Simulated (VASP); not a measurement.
Runs of VASP 6.6.1 on GaAs. The structure is that of space group F-43m (No. 216), or close to it. The cells are those of the table. 

| level | cell | k mesh | smearing | grid for exact exchange (PRECFOCK) | share of exact exchange | screening parameter | gap on the mesh (eV) | pressure (GPa) |
| --- | --- | --- | --- | --- | --- | --- | --- | --- |
| PBE | a = 4.007, b = 3.969, c = 3.969 Å, angles 60.6, 59.7, 59.7°, 2 atoms | 8 × 8 × 8 | fermi-dirac 0.02 eV | - | - | - | 0.54 | (b) |
| PBE | a = 4.007 Å, angles 60.0°, 2 atoms | 8 × 8 × 8 | fermi-dirac 0.02 eV | - | - | - | 0.47 | 3.0 |
| r2SCAN | a = 4.011, b = 4.011, c = 4.061 Å, angles 59.6, 59.6, 60.8°, 2 atoms | 8 × 8 × 8 | gaussian 0.01 eV | - | - | - | (a) | -1.0 |
| r2SCAN | a = 4.007 Å, angles 60.0°, 2 atoms | 8 × 8 × 8 | gaussian 0.01 eV | - | - | - | 0.94 | 0.1 |
| HSE06 | a = 4.011, b = 4.011, c = 4.061 Å, angles 59.6, 59.6, 60.8°, 2 atoms | 6 × 6 × 6 | gaussian 0.01 eV | Normal | 0.25 | 0.2079 1/Å | (c) | -0.6 |

Alike in all rows: task single point; potentials or basis VASP PAW PBE potentials, release 64 (Ga_d, As); no spin polarisation; cutoff (eV) 520.

Estimate the missing entries.

(a) 0.72; (b) 4.4; (c) 1.13.

Caveats: the PAW data sets were made with another functional, which shifts forces and pressure a little (at least some runs); the cell stands under pressure (at least some runs).

A k mesh can miss the band edges, and the runs leave out spin-orbit coupling on As, Ga.
